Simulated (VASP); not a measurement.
Input of a VASP 6.6.1 run:

The input INCAR:

```
PREC     = Accurate       # precision mode
ENCUT    = 520            # plane-wave cutoff, eV
EDIFF    = 1E-7           # SCF threshold, eV
ISMEAR   = -1             # smearing method
SIGMA    = 0.05           # smearing width, eV
LREAL    = False          # projectors in reciprocal space
LASPH    = True           # aspherical terms in the spheres
NELM     = 150            # most SCF steps
ALGO     = Normal         # electronic algorithm
ISIF     = 2              # what is computed and relaxed
LWAVE    = False          # write WAVECAR
LCHARG   = False          # write CHGCAR
ISPIN    = 2              # spin polarisation
MAGMOM   = 3 3 0 0 0 0    # initial moments
LORBIT   = 11             # projections on sites
LMAXMIX  = 4              # l up to which the mixer works
GGA      = PS             # functional
NBANDS   = 37             # bands
```

Contents of KPOINTS:

```
regular mesh
0
Gamma
  5 5 8
```

The input POSCAR:

```
CrO2
1.0
    4.4210000000      0.0442100000      0.0000000000
    0.0442100000      4.4210000000      0.0000000000
    0.0000000000      0.0000000000      2.9170000000
Cr O
2 4
Direct
    0.5000000000      0.5000000000      0.5000000000
    0.0000000000      0.0000000000      0.0000000000
    0.8010000000      0.1990000000      0.5000000000
    0.6990000000      0.6990000000      0.0000000000
    0.1990000000      0.8010000000      0.5000000000
    0.3010000000      0.3010000000      0.0000000000
```

Potentials or basis: VASP PAW PBE potentials, release 64 (Cr_pv, O).

Launch:

```console
$ cat potpaw_PBE.64/Cr_pv/POTCAR potpaw_PBE.64/O/POTCAR > POTCAR
$ mpirun -np 1 vasp_std > vasp.out
```

(1) What does it give for the pressure?

(2) Predict the net moment.

## Answers

(1) -5.7 GPa.

(2) 4.00 μB per cell.

Caveat: the cell stands under tension; the PAW data sets were made with another functional, which shifts forces and pressure a little; the run started ferromagnetic, and an antiferromagnetic order may lie lower in energy.
